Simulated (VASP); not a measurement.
Input of a VASP 6.6.1 run:

Contents of INCAR:

```
SYSTEM = ZnS
PREC = Accurate ; ENCUT = 520
EDIFF = 1E-6 ; ISMEAR = 0
SIGMA = 0.05 ; LREAL = .False.
LASPH = .True. ; NELM = 60
ALGO = Normal ; ISIF = 2
LWAVE = .False. ; LCHARG = .False.
GGA = PS ; NBANDS = 16
```

KPOINTS

```
Automatic mesh
0
Gamma
  8 8 8
  0 0 0
```

The input POSCAR:

```
ZnS
1.0
    0.0000000000      2.7134759347      2.7134759347
    2.7134759347      0.0000000000      2.7134759347
    2.7134759347      2.7134759347      0.0000000000
Zn S
1 1
Direct
    0.2500000000      0.2500000000      0.2500000000
    0.0000000000      0.0000000000      0.0000000000
```

Potentials or basis: VASP PAW PBE potentials, release 64 (Zn, S).

Command:

```bash
$ cat potpaw_PBE.64/Zn/POTCAR potpaw_PBE.64/S/POTCAR > POTCAR
$ mpirun -np 1 vasp_std > vasp.out
```

(1) What does it give for the band gap on the k mesh?

(2) What does it give for the pressure?

Answers

(1) 1.92 eV, direct.

(2) -2.7 GPa.

Caveat: the PAW data sets were made with another functional, which shifts forces and pressure a little.
